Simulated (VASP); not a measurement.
# BSb2As3 (P6/mmm) in VASP: relaxation of cell and atoms with PBE

Aim: the relaxation of cell and atoms of BSb2As3 with PBE.

Everything below comes from runs of VASP 6.6.1. Logs are shortened: lines on timing, memory, paths and dates and some standing lists are left out, and cuts for length are marked.

## Step 1: The cell of the first run

It takes space group P6/mmm (No. 191, hexagonal). The conventional cell has a = 5.508 Å, b = 5.508 Å, c = 8.346 Å, α = 90.00°, β = 90.00°, γ = 120.00°. B (site symmetry 6/mmm) has 2 Sb at 2.09 Å and 6 As at 2.75 Å within 2.8 Å. Sb (site symmetry 6mm) has 1 B at 2.09 Å within 2.8 Å. As (site symmetry mmm) has 4 As at 2.75 Å and 2 B at 2.75 Å and 4 Sb at 3.46 Å within 3.6 Å.

The cell was generated, and may not be a known phase.

## Step 2: Relaxation of cell and atoms, PBE

Contents of INCAR:

```
ALGO = Normal ; EDIFF = 1E-6
EDIFFG = -0.01 ; ENCUT = 600
GGA = PE ; IBRION = 2
ISIF = 3 ; ISMEAR = 0
LASPH = True ; LCHARG = False
LREAL = False ; LWAVE = False
NELM = 100 ; NSW = 100
PREC = Accurate ; SIGMA = 0.1
```

Contents of KPOINTS:

```
k-points
0
Gamma
  12 12 6
```

Contents of POSCAR:

```
BSb2As3
1.0
    5.5077373856      0.0000000000      0.0000000000
   -2.7538686928      4.7698404933      0.0000000000
    0.0000000000      0.0000000000      8.3460204539
B Sb As
1 2 3
Direct
    0.0000000000      0.0000000000      0.5000000000
    0.0000000000      0.0000000000      0.2496708269
    0.0000000000      0.0000000000      0.7503291731
    0.5000000000      0.0000000000      0.5000000000
    0.0000000000      0.5000000000      0.5000000000
    0.5000000000      0.5000000000      0.5000000000
```

Potentials or basis: VASP PAW PBE potentials, release 64 (B, Sb, As).

Launch:

```sh
$ cat potpaw_PBE.64/B/POTCAR potpaw_PBE.64/Sb/POTCAR potpaw_PBE.64/As/POTCAR > POTCAR
$ mpirun -np 1 vasp_std > vasp.out
```

OUTCAR:

```text
EDIFF = 1E-6
   EDIFFG = -0.01
   ENCUT = 600
   GGA = PE
   IBRION = 2
   ISIF = 3
   ISMEAR = 0
   LASPH = True
   LREAL = False
   NELM = 100
   NSW = 100
   PREC = Accurate

 ion  position               nearest neighbor table
   1  0.000  0.000  0.500-   2 2.09   3 2.09
   2  0.000  0.000  0.250-   1 2.09
   3  0.000  0.000  0.750-   1 2.09
   4  0.500  0.000  0.500-   5 2.75   6 2.75   6 2.75   5 2.75
   5  0.000  0.500  0.500-   4 2.75   4 2.75   6 2.75   6 2.75
   6  0.500  0.500  0.500-   4 2.75   4 2.75   5 2.75   5 2.75

  LATTYP: Found a hexagonal cell.
 ALAT       =     5.5077373856
 C/A-ratio  =     1.5153265070

  Lattice vectors:

 A1 = (   5.5077373856,   0.0000000000,   0.0000000000)
 A2 = (  -2.7538686928,   4.7698404933,   0.0000000000)
 A3 = (   0.0000000000,   0.0000000000,   8.3460204539)

Analysis of symmetry for initial positions (statically):
=====================================================================
 Subroutine PRICEL returns:
 Original cell was already a primitive cell.

 Routine SETGRP: Setting up the symmetry group for a
 hexagonal supercell.

 Subroutine GETGRP returns: Found 24 space group operations
 (whereof 24 operations were pure point group operations)
 out of a pool of 24 trial point group operations.

The static configuration has the point symmetry D_6h.

Analysis of symmetry for dynamics (positions and initial velocities):
=====================================================================
 Subroutine PRICEL returns:
 Original cell was already a primitive cell.

 Routine SETGRP: Setting up the symmetry group for a
 hexagonal supercell.

 Subroutine GETGRP returns: Found 24 space group operations
 (whereof 24 operations were pure point group operations)
 out of a pool of 24 trial point group operations.

The dynamic configuration has the point symmetry D_6h.

 Subroutine INISYM returns: Found 24 space group operations
 (whereof 24 operations are pure point group operations),
 and found     1 'primitive' translations

----------------------------------------------------------------------------------------

                                     Primitive cell

  volume of cell :     219.2585

  direct lattice vectors                    reciprocal lattice vectors
     5.507737386  0.000000000  0.000000000     0.181562760  0.104825308  0.000000000
    -2.753868693  4.769840493  0.000000000     0.000000000  0.209650616  0.000000000
     0.000000000  0.000000000  8.346020454     0.000000000  0.000000000  0.119817583

[... 97 lines left out ...]
   ISIF   =      3    stress and relaxation
   ISYM   =      2    0-nonsym 1-usesym 2-fastsym
   POTIM  = 0.5000    time-step for ionic-motion
   TEBEG  =    0.0;   TEEND  =   0.0 temperature during run
   PSTRESS=    0.0 pullay stress
   NELECT =      28.0000    total number of electrons
   NUPDOWN=      -1.0000    fix difference up-down
   EMIN   =  10.00;   EMAX   =-10.00  energy-range for DOS
   EFERMI =   0.00;   METHOD = LEGACY
   ISMEAR =     0;   SIGMA  =   0.10  broadening in eV -4-tet -1-fermi 0-gaus
   EFERMI_NEDOS =   21; number of points for ismear=-14 and -15
   IALGO  =     38    algorithm
   IMIX   =      4    mixing-type and parameters
     AMIX     =   0.40;   BMIX     =  1.00
     AMIX_MAG =   1.60;   BMIX_MAG =  1.00
  volume/ion in A,a.u.               =      36.54       246.60
  Fermi-wavevector in a.u.,A,eV,Ry     =   0.824408  1.557905  9.247171  0.679648
  Thomas-Fermi vector in A             =   1.936087
   LORBIT       =      0    0 simple, 1 ext, 2 COOP (PROOUT), +10 PAW based schemes
   GGA     = PE    functional components
   LHFCALC =     F    Hartree Fock is set to
   AEXX    =    0.0000 exact exchange contribution
   IVDW    =     0    specifies the selected vdW correction
   LEPSILON=     F    determine dielectric tensor
   LRPA    =     F    only Hartree local field effects (RPA)
 conjugate gradient relaxation of ions
 non-spin polarized calculation
 Gauss-broadening in eV      SIGMA  =   0.10
  energy-cutoff  :      600.00
  volume of cell :      219.26
 maximum number of plane-waves:      7347
 NGX is ok and might be reduce to    48
   NGX = 21   NGY = 21   NGZ = 33

--------------------------------------- Ionic step        1  -------------------------------------------

 number of electron      28.0000001 magnetization

 Free energy of the ion-electron system (eV)
  ---------------------------------------------------
  ext. energy  EPLUGINS =         0.00000000
  ---------------------------------------------------
  free energy    TOTEN  =       -23.34746392 eV

  energy without entropy =      -23.32928641  energy(sigma->0) =      -23.33837516

------------------------ aborting loop because EDIFF is reached ----------------------------------------

  FORCE on cell =-STRESS in cart. coord.  units (eV):
  Direction    XX          YY          ZZ          XY          YZ          ZX
  --------------------------------------------------------------------------------------
  -------------------------------------------------------------------------------------
  Total        0.0829296      0.0829296      0.5430014      0.0000000      0.0000000      0.0000000
  in kB        0.6059873      0.6059873      3.9678481      0.0000000      0.0000000      0.0000000
  external PRESSURE =       1.7266076 kB  Pullay stress =       0.0000000 kB
[... 67 lines left out ...]
--------------------------------------- Ionic step        3  -------------------------------------------

 number of electron      28.0000001 magnetization

 Free energy of the ion-electron system (eV)
  ---------------------------------------------------
  ext. energy  EPLUGINS =         0.00000000
  ---------------------------------------------------
  free energy    TOTEN  =       -23.34833910 eV

  energy without entropy =      -23.32999034  energy(sigma->0) =      -23.33916472

 E-fermi :   2.1526     XC(G=0):  -7.2087

 val. band max:        2.1472515943   @ k =   0.2500   0.2500   0.0000
 cond. band min:       2.1585977716   @ k =   0.3333   0.0000   0.0000
 fundamental gap:      0.0113461772
 Fermi energy:         2.1525718368

 k-point     1 :       0.0000    0.0000    0.0000
  band No.  band energies     occupation
      1     -11.7008      2.00000
      2      -7.5293      2.00000
      3      -7.4565      2.00000
      4      -6.8669      2.00000
      5      -6.8669      2.00000
      6      -3.8164      2.00000
[... 481 lines left out ...]
      5      -7.2746      2.00000
      6      -3.7153      2.00000
[... 10 lines left out ...]
     17       3.1188      0.00000
     18       3.2526      0.00000

 [... further k-points ...]
[... 5 lines left out ...]
  --------------------------------------------------------------------------------------
  -------------------------------------------------------------------------------------
  Total       -0.0095836     -0.0095836      0.0216347      0.0000000      0.0000000      0.0000000
  in kB       -0.0698430     -0.0698430      0.1576680      0.0000000      0.0000000      0.0000000
  external PRESSURE =       0.0059940 kB  Pullay stress =       0.0000000 kB
[... 21 lines left out ...]
  FREE ENERGIE OF THE ION-ELECTRON SYSTEM (eV)
  ---------------------------------------------------
  free  energy   TOTEN  =       -23.3483390974 eV

  energy  without entropy=      -23.3299903435  energy(sigma->0) =      -23.33916472

 reached required accuracy - stopping structural energy minimisation
```

CONTCAR:

```text
BSb2As3
   1.00000000000000
     5.5094623499025852    0.0000000000000000    0.0000000000000000
    -2.7547311749512926    4.7713343562066584   -0.0000000000000000
     0.0000000000000000    0.0000000000000000    8.3631354913599036
  B               Sb              As
     1     2     3
Direct
     0.0000000000000000    0.0000000000000000    0.5000000000000000
     0.0000000000000000    1.0000000000000000    0.2493569677341695
     0.0000000000000000    0.0000000000000000    0.7506430322658305
     0.5000000000000000    0.0000000000000000    0.5000000000000000
     0.0000000000000000    0.5000000000000000    0.5000000000000000
     0.5000000000000000    0.5000000000000000    0.5000000000000000

  0.00000000E+00  0.00000000E+00  0.00000000E+00
  0.00000000E+00  0.00000000E+00  0.00000000E+00
  0.00000000E+00  0.00000000E+00  0.00000000E+00
  0.00000000E+00  0.00000000E+00  0.00000000E+00
  0.00000000E+00  0.00000000E+00  0.00000000E+00
  0.00000000E+00  0.00000000E+00  0.00000000E+00
```

Wall time 8.2 min (1 thread of Intel Xeon 6975P-C (Granite Rapids), shared host); peak memory 0.7 GiB.

Results:

* Free energy: -23.3483 eV
* Relaxed volume: 36.64 Å³/atom
* Relaxed cell: a = 5.509 Å, b = 5.509 Å, c = 8.363 Å, α = 90.00°, β = 90.00°, γ = 120.00°
* Space group after relaxing (to 0.1 Å): P6/mmm (No. 191)
* Energy gained by relaxing: 0.1 meV/atom
* Ionic steps: 3
* Pressure after relaxing: 0.0 GPa
* Largest force after relaxing: 0.004 eV/Å
* Band gap on the k mesh: zero (bands 14 and 15 overlap by 0.87 eV)

Forces in eV/Å, atoms in the order of the input:
```
B    0.000  0.000  0.000
Sb   0.000  0.000  0.004
Sb   0.000  0.000 -0.004
As   0.000  0.000  0.000
As   0.000  0.000  0.000
As   0.000  0.000  0.000
```

Step by step:
| step | energy change (eV) | largest force (eV/Å) | pressure (GPa) | volume (Å³) |
| --- | --- | --- | --- | --- |
| 1 | 0.0000 | 0.1150 | 0.17 | 219.26 |
| 2 | 0.0002 | 0.1335 | -0.19 | 220.51 |
| 3 | -0.0009 | 0.0036 | 0.00 | 219.85 |

Final structure:
```
B Sb As
1.0
     5.50946    0.00000    0.00000
    -2.75473    4.77133    0.00000
     0.00000    0.00000    8.36314
B Sb As
1 2 3
Cartesian
  0.0000 0.0000 4.1816
  -2.7547 4.7713 2.0854
  0.0000 0.0000 6.2777
  2.7547 0.0000 4.1816
  -1.3774 2.3857 4.1816
  1.3774 2.3857 4.1816
```

Caveat: spin-orbit coupling is left out, which moves the levels of the heavy elements; this functional lacks dispersion, which binds layers or chains, so the pressure and a relaxed spacing across them are unreliable.
